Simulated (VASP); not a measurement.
# GaGe (F-43m) in VASP: further runs, part 2 of 2

VASP 6.6.1. The steps go on from the part before.

### Step 4. Single point, LDA

This run uses another cell than the first one, of 25.31 Å³/atom, 1.083 times its volume.

File INCAR:

```
SYSTEM = GaGe
  ALGO = Normal
  EDIFF = 1E-7
  ENCUT = 520
  GGA = CA
  ISIF = 2
  ISMEAR = -1
  LASPH = .True.
  LCHARG = .False.
  LREAL = .False.
  LWAVE = .False.
  NBANDS = 20
  NELM = 100
  PREC = Accurate
  SIGMA = 0.05
```

File KPOINTS:

```
k-points
0
Gamma
  8 8 8
  0 0 0
```

File POSCAR:

```
GaGe
1.0
    0.0000000000      2.9359778994      2.9359778994
    2.9359778994      0.0000000000      2.9359778994
    2.9359778994      2.9359778994      0.0000000000
Ge Ga
1 1
Direct
    0.0000000000      0.0000000000      0.0000000000
    0.2500000000      0.2500000000      0.2500000000
```

Potentials or basis: VASP PAW LDA potentials, release 64 (Ge_d, Ga_d).

On the command line:

```console
$ cat potpaw_LDA.64/Ge_d/POTCAR potpaw_LDA.64/Ga_d/POTCAR > POTCAR
$ mpirun -np 1 vasp_std > vasp.out
```

OUTCAR:

```text
SYSTEM = GaGe
   EDIFF = 1E-7
   ENCUT = 520
   GGA = CA
   ISIF = 2
   ISMEAR = -1
   LASPH = .True.
   LREAL = .False.
   NELM = 100
   PREC = Accurate

 ion  position               nearest neighbor table
   1  0.000  0.000  0.000-   2 2.54   2 2.54   2 2.54   2 2.54
   2  0.250  0.250  0.250-   1 2.54   1 2.54   1 2.54   1 2.54

  LATTYP: Found a face centered cubic cell.
 ALAT       =     5.8719557988

  Lattice vectors:

 A1 = (   0.0000000000,   2.9359778994,   2.9359778994)
 A2 = (   2.9359778994,   0.0000000000,   2.9359778994)
 A3 = (   2.9359778994,   2.9359778994,   0.0000000000)

Analysis of symmetry for initial positions (statically):
=====================================================================
 Subroutine PRICEL returns:
 Original cell was already a primitive cell.

 Routine SETGRP: Setting up the symmetry group for a
 face centered cubic supercell.

 Subroutine GETGRP returns: Found 24 space group operations
 (whereof 24 operations were pure point group operations)
 out of a pool of 48 trial point group operations.

The static configuration has the point symmetry T_d .

Analysis of symmetry for dynamics (positions and initial velocities):
=====================================================================
 Subroutine PRICEL returns:
 Original cell was already a primitive cell.

 Routine SETGRP: Setting up the symmetry group for a
 face centered cubic supercell.

 Subroutine GETGRP returns: Found 24 space group operations
 (whereof 24 operations were pure point group operations)
 out of a pool of 48 trial point group operations.

The dynamic configuration has the point symmetry T_d .

 Subroutine INISYM returns: Found 24 space group operations
 (whereof 24 operations are pure point group operations),
 and found     1 'primitive' translations

----------------------------------------------------------------------------------------

                                     Primitive cell

  volume of cell :      50.6161

  direct lattice vectors                    reciprocal lattice vectors
     0.000000000  2.935977899  2.935977899    -0.170301009  0.170301009  0.170301009
     2.935977899  0.000000000  2.935977899     0.170301009 -0.170301009  0.170301009
     2.935977899  2.935977899  0.000000000     0.170301009  0.170301009 -0.170301009

  length of vectors
     4.152099764  4.152099764  4.152099764     0.294970001  0.294970001  0.294970001

  position of ions in fractional coordinates (direct lattice)
     0.000000000  0.000000000  0.000000000
     0.250000000  0.250000000  0.250000000

  ion indices of the primitive-cell ions
   primitive index   ion index
                 1           1
                 2           2

----------------------------------------------------------------------------------------

 KPOINTS: k-points

Automatic generation of k-mesh.
 Grid dimensions read from file:
 generate k-points for:    8    8    8

 Generating k-lattice:

  Cartesian coordinates                     Fractional coordinates (reciprocal lattice)
    -0.021287626  0.021287626  0.021287626     0.125000000  0.000000000  0.000000000
     0.021287626 -0.021287626  0.021287626     0.000000000  0.125000000  0.000000000
     0.021287626  0.021287626 -0.021287626     0.000000000  0.000000000  0.125000000

  Length of vectors
     0.036871250  0.036871250  0.036871250

  Shift w.r.t. Gamma in fractional coordinates (k-lattice)
     0.000000000  0.000000000  0.000000000

 Subroutine IBZKPT returns following result:
 ===========================================

 Found     29 irreducible k-points:

 Following reciprocal coordinates:
            Coordinates               Weight
  0.000000  0.000000  0.000000      1.000000
  0.125000  0.000000  0.000000      8.000000
  0.250000  0.000000  0.000000      8.000000
  0.375000  0.000000  0.000000      8.000000
  0.500000  0.000000  0.000000      4.000000
  0.125000  0.125000  0.000000      6.000000
[... 16 lines left out ...]
  0.500000  0.250000  0.125000     48.000000
 -0.375000  0.250000  0.125000     24.000000
 [... further k-points ...]
   k-points           NKPTS =     29   k-points in BZ     NKDIM =     29   number of bands    NBANDS=     20
   number of dos      NEDOS =    301   number of ions     NIONS =      2
   total plane-waves  NPLWV =  32768
   dimension x,y,z NGX =    32 NGY =   32 NGZ =   32
   dimension x,y,z NGXF=    64 NGYF=   64 NGZF=   64
   ions per type =               1   1
   NGX,Y,Z   is equivalent  to a cutoff of  12.81, 12.81, 12.81 a.u.
   NGXF,Y,Z  is equivalent  to a cutoff of  25.62, 25.62, 25.62 a.u.
 SYSTEM =  GaGe
   PREC   = accura    normal or accurate (medium, high low for compatibility)
   ISTART =      0    job   : 0-new  1-cont  2-samecut
   ICHARG =      2    charge: 1-file 2-atom 10-const
   ISPIN  =      1    spin polarized calculation?
   LNONCOLLINEAR =      F non collinear calculations
   LSORBIT =      F    spin-orbit coupling
   LASPH  =      T    aspherical Exc in radial PAW
   ENCUT  =  520.0 eV  38.22 Ry    6.18 a.u.   7.72  7.72  7.72*2*pi/ulx,y,z
   NELM   =    100;   NELMIN=  2; NELMDL= -5     # of ELM steps
   EDIFF  = 0.1E-06   stopping-criterion for ELM
   LREAL  =      F    real-space projection
   EDIFFG = 0.1E-05   stopping-criterion for IOM
   NSW    =      0    number of steps for IOM
   IBRION =     -1    ionic relax: 0-MD 1-quasi-New 2-CG
   NFREE  =      0    steps in history (QN), initial steepest desc. (CG)
   ISIF   =      2    stress and relaxation
   ISYM   =      2    0-nonsym 1-usesym 2-fastsym
   POTIM  = 0.5000    time-step for ionic-motion
   TEBEG  =    0.0;   TEEND  =   0.0 temperature during run
   PSTRESS=    0.0 pullay stress
   NELECT =      27.0000    total number of electrons
   NUPDOWN=      -1.0000    fix difference up-down
   EMIN   =  10.00;   EMAX   =-10.00  energy-range for DOS
   EFERMI =   0.00;   METHOD = LEGACY
   ISMEAR =    -1;   SIGMA  =   0.05  broadening in eV -4-tet -1-fermi 0-gaus
   EFERMI_NEDOS =   21; number of points for ismear=-14 and -15
   IALGO  =     38    algorithm
   IMIX   =      4    mixing-type and parameters
     AMIX     =   0.40;   BMIX     =  1.00
     AMIX_MAG =   1.60;   BMIX_MAG =  1.00
  volume/ion in A,a.u.               =      25.31       170.79
  Fermi-wavevector in a.u.,A,eV,Ry     =   1.327700  2.508989 23.984179  1.762787
  Thomas-Fermi vector in A             =   2.456993
   LORBIT       =      0    0 simple, 1 ext, 2 COOP (PROOUT), +10 PAW based schemes
   GGA     = CA    functional components
   LHFCALC =     F    Hartree Fock is set to
   AEXX    =    0.0000 exact exchange contribution
   IVDW    =     0    specifies the selected vdW correction
   LEPSILON=     F    determine dielectric tensor
   LRPA    =     F    only Hartree local field effects (RPA)
 non-spin polarized calculation
  energy-cutoff  :      520.00
  volume of cell :       50.62
 maximum number of plane-waves:      1380
   NGX = 15   NGY = 15   NGZ = 15

 number of electron      26.9999988 magnetization

 Free energy of the ion-electron system (eV)
  ---------------------------------------------------
  ext. energy  EPLUGINS =         0.00000000
  ---------------------------------------------------
  free energy    TOTEN  =        -8.33359265 eV

  energy without entropy =       -8.32475494  energy(sigma->0) =       -8.32917380

 E-fermi :   2.5227     XC(G=0):  -9.7166

 val. band max:        2.2990386982   @ k =   0.2500   0.2500   0.0000
 cond. band min:       2.5613670488   @ k =   0.5000   0.1250   0.0000
 fundamental gap:      0.2623283505
 Fermi energy:         2.5226613012

 k-point     1 :       0.0000    0.0000    0.0000
  band No.  band energies     occupation
      1     -21.5492      2.00000
      2     -21.5492      2.00000
      3     -21.5492      2.00000
      4     -21.5317      2.00000
      5     -21.5317      2.00000
      6     -11.9119      2.00000
[... 12 lines left out ...]
     19       9.9148      0.00000
     20      13.1644      0.00000

 k-point     2 :       0.1250    0.0000    0.0000
  band No.  band energies     occupation
      1     -21.5492      2.00000
      2     -21.5489      2.00000
      3     -21.5489      2.00000
      4     -21.5316      2.00000
      5     -21.5316      2.00000
      6     -11.9152      2.00000
[... 12 lines left out ...]
     19      10.8589      0.00000
     20      12.2090      0.00000
[... 465 lines left out ...]
      3     -21.5462      2.00000
      4     -21.5318      2.00000
      5     -21.5304      2.00000
      6     -11.9370      2.00000
[... 12 lines left out ...]
     19      12.6320      0.00000
     20      13.3122      0.00000

 k-point    24 :      -0.3750    0.2500    0.1250
  band No.  band energies     occupation
      1     -21.5488      2.00000
      2     -21.5475      2.00000
      3     -21.5459      2.00000
      4     -21.5316      2.00000
      5     -21.5305      2.00000
      6     -11.9386      2.00000
[... 12 lines left out ...]
     19      11.4017      0.00000
     20      14.2001      0.00000

 [... further k-points ...]
[... 5 lines left out ...]
  --------------------------------------------------------------------------------------
  -------------------------------------------------------------------------------------
  Total       -1.7284927     -1.7284927     -1.7284927     -0.0000000     -0.0000000      0.0000000
  in kB      -54.7129080    -54.7129080    -54.7129080     -0.0000000     -0.0000000      0.0000000
  external PRESSURE =     -54.7129080 kB  Pullay stress =       0.0000000 kB

 VOLUME and BASIS-vectors are now :
 -----------------------------------------------------------------------------
  energy-cutoff  :      520.00
  volume of cell :       50.62
      direct lattice vectors                 reciprocal lattice vectors
     0.000000000  2.935977899  2.935977899    -0.170301009  0.170301009  0.170301009
     2.935977899  0.000000000  2.935977899     0.170301009 -0.170301009  0.170301009
     2.935977899  2.935977899  0.000000000     0.170301009  0.170301009 -0.170301009

 POSITION                                       TOTAL-FORCE (eV/Angst)
 -----------------------------------------------------------------------------------
      0.00000      0.00000      0.00000        -0.000000     -0.000000     -0.000000
      1.46799      1.46799      1.46799         0.000000      0.000000      0.000000
 -----------------------------------------------------------------------------------
    total drift:                               -0.000000     -0.000000     -0.000000

  FREE ENERGIE OF THE ION-ELECTRON SYSTEM (eV)
  ---------------------------------------------------
  free  energy   TOTEN  =        -8.3335926517 eV

  energy  without entropy=       -8.3247549411  energy(sigma->0) =       -8.32917380
```

It took 11 s on 1 thread of Intel Xeon 6975P-C (Granite Rapids), shared host; peak memory 0.16 GiB.

What came out:

| Quantity | Value |
| --- | --- |
| Free energy | -8.3336 eV |
| Pressure | -5.5 GPa |

Levels at points of the mesh, in eV from the Fermi level:
```csv
k point,band 11,band 12,band 13,band 14,band 15,band 16,band 17,band 18
"(0.00, 0.00, 0.00)",-10.35,1.53,1.61,1.61,1.61,4.26,4.26,4.26
"(0.50, 0.00, 0.00)",-8.50,-5.28,0.36,0.36,1.79,5.24,5.24,8.02
"(0.50, 0.50, 0.00)",-7.50,-5.75,-1.19,-1.19,2.26,2.34,10.55,10.55
```

### Step 5. Summary

```tsv
cell	gap on the mesh (eV)	pressure (GPa)
a = 4.043 Å, angles 60.0°, 2 atoms	none	-2.1
a = 4.098 Å, angles 60.0°, 2 atoms	none	-4.0
a = 4.152 Å, angles 60.0°, 2 atoms	none	-5.5
```

Alike in all rows: task single point; level LDA; potentials or basis VASP PAW LDA potentials, release 64 (Ge_d, Ga_d); no spin polarisation; k mesh 8 × 8 × 8; cutoff (eV) 520; smearing fermi-dirac 0.05 eV.

Total energies depend on the potentials used, so only differences within one code and one set of settings carry meaning.
